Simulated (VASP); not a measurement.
Set up this calculation in VASP 6.6.1, as the native input.

* Task: single point
* Functional: LDA
* Potentials or basis: VASP PAW LDA potentials, release 64 (Hf_pv, N)
* Cutoff: 520 eV
* k mesh: 15 × 15 × 15
* Occupations: fermi-dirac, width 0.1 eV
* Spin: no spin polarisation
* Dipole correction: no
* Further INCAR settings: ALGO = Normal; EDIFF = 1e-06; NBANDS = 14

The structure of HfN (rocksalt type) lies in POSCAR:

```
HfN
1.0
    0.0000000000      2.1885017121      2.1885017121
    2.1885017121      0.0000000000      2.1885017121
    2.1885017121      2.1885017121      0.0000000000
Hf N
1 1
Direct
    0.0000000000      0.0000000000      0.0000000000
    0.5000000000      0.5000000000      0.5000000000
```

This cell differs from its parent crystal: volume scaled by 0.94.

These files were run (other wordings do the same):

INCAR

```
SYSTEM = HfN
PREC = Accurate ; ENCUT = 520
EDIFF = 1E-6 ; ISMEAR = -1
SIGMA = 0.1 ; LREAL = .FALSE.
LASPH = .TRUE. ; NELM = 100
ALGO = Normal ; ISIF = 2
LWAVE = .FALSE. ; LCHARG = .TRUE.
LELF = .TRUE. ; LVHAR = .TRUE.
NBANDS = 14
```

KPOINTS

```
regular mesh
0
G
  15 15 15
  0 0 0
```

Potentials or basis: VASP PAW LDA potentials, release 64 (Hf_pv, N).

Launch:

```bash
$ cat potpaw_LDA.64/Hf_pv/POTCAR potpaw_LDA.64/N/POTCAR > POTCAR
$ mpirun -np 1 vasp_std > vasp.out
```

It gave:

```yaml
Pressure: 20.2 GPa
```

Wall time 19 s on 1 thread of Intel(R) Xeon(R) 6975P-C (Granite Rapids) (shared host), peak memory 0.15 GiB.
